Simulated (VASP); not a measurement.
A run of VASP 6.6.1 is set up as follows.

The input INCAR:

```
PREC = Accurate ; ENCUT = 600
EDIFF = 1E-7 ; ISMEAR = 0
SIGMA = 0.1 ; LREAL = False
LASPH = True ; NELM = 80
ALGO = Normal ; ISIF = 3
LWAVE = False ; LCHARG = False
GGA = PE ; IBRION = 2
NSW = 100 ; EDIFFG = -0.01
```

KPOINTS

```
Automatic mesh
0
Gamma
  6 6 10
```

POSCAR

```
Si
1.0
    6.0995179150      0.0000000000      0.0000000000
   -3.0497589575      5.2823374652      0.0000000000
    0.0000000000      0.0000000000      3.7712174256
Si
8
Direct
    0.6666666667      0.3333333333      0.2500000000
    0.3333333333      0.6666666667      0.7500000000
    0.2462792769      0.3144908740      0.2500000000
    0.9317884029      0.2462792769      0.7500000000
    0.6855091260      0.9317884029      0.2500000000
    0.7537207231      0.6855091260      0.7500000000
    0.0682115971      0.7537207231      0.2500000000
    0.3144908740      0.0682115971      0.7500000000
```

Potentials or basis: VASP PAW PBE potentials, release 64 (Si).

Run with:

```sh
$ cat potpaw_PBE.64/Si/POTCAR > POTCAR
$ mpirun -np 1 vasp_std > vasp.out
```

(1) What does it give for the space group after relaxing (to 0.1 Å)?

(2) What does it give for the relaxed cell?

## Answers

(1) P6_3/mmc (No. 194).

(2) a = 7.045 Å, b = 7.045 Å, c = 3.044 Å, α = 90.00°, β = 90.00°, γ = 120.00°.

Caveat: a cell axis changed by over 15 % at a fixed basis, so the end point is rough.
